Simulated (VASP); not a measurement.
The system is In.

```
In
1.0
    -2.93606    2.93606    3.04301
     2.93606   -2.93606    3.04301
     2.93606    2.93606   -3.04301
In
4
Cartesian
  1.1995 4.4041 0.7608
  1.7366 -1.4680 3.8038
  1.4680 1.7366 2.2823
  1.4680 1.1995 -0.7608
```

| Property | Result |
| --- | --- |
| Program | VASP 6.6.1 |
| Task | relaxation of cell and atoms |
| Functional | PBE |
| Potentials or basis | VASP PAW PBE potentials, release 64 (In_d) |
| Cutoff | 600 eV |
| k mesh | 4 × 4 × 4 |
| Occupations | gaussian, width 0.1 eV |
| Spin | no spin polarisation |

At the start: pressure 4.2 GPa; volume 26.23 Å³/atom.

Question: How do energy, volume and symmetry change on relaxing?

Answer: Over 18 steps the energy falls by 55.6 meV/atom and the volume is 27.86 Å³/atom (+6.2 %); space group I-42d (No. 122, to 0.1 Å) before, I4/mmm (No. 139, to 0.1 Å).

The path:
```csv
step,energy change (eV),largest force (eV/Å),pressure (GPa),volume (Å³)
1,0.0000,0.3536,4.21,104.93
2,-0.1531,0.1458,0.15,115.74
3,-0.1541,0.1284,-0.14,116.91
4,-0.1580,0.1197,-0.16,116.63
5,-0.1659,0.0997,-0.07,115.77
6,-0.1653,0.0773,0.24,114.05
7,-0.1684,0.0908,-0.02,115.00
8,-0.1710,0.0865,0.00,114.81
9,-0.1786,0.0847,-0.09,114.26
10,-0.1917,0.0852,0.24,113.17
11,-0.2065,0.0628,0.36,110.98
12,-0.2069,0.0548,0.63,110.25
13,-0.2105,0.0454,0.66,110.39
14,-0.2174,0.0126,0.27,110.79
15,-0.2124,0.0457,0.04,111.60
16,-0.2184,0.0079,0.14,111.04
17,-0.2216,0.0041,0.11,111.29
18,-0.2223,0.0024,0.12,111.44
```

Final structure:
```yaml
crystal:
  lattice:
    - [-3.00717, 3.00717, 3.08068]
    - [3.00717, -3.00717, 3.08068]
    - [3.00717, 3.00717, -3.08068]
  atoms:
    - { symbol: In, position: [0.87500, 0.37601, 0.00101] }
    - { symbol: In, position: [0.37500, 0.87399, 0.99899] }
    - { symbol: In, position: [0.62399, 0.62500, 0.49899] }
    - { symbol: In, position: [0.12601, 0.12500, 0.50101] }
```

Caveat: the k points lie up to 0.36 Å⁻¹ apart in the final cell, too coarse for converged energies and pressures of a metal.
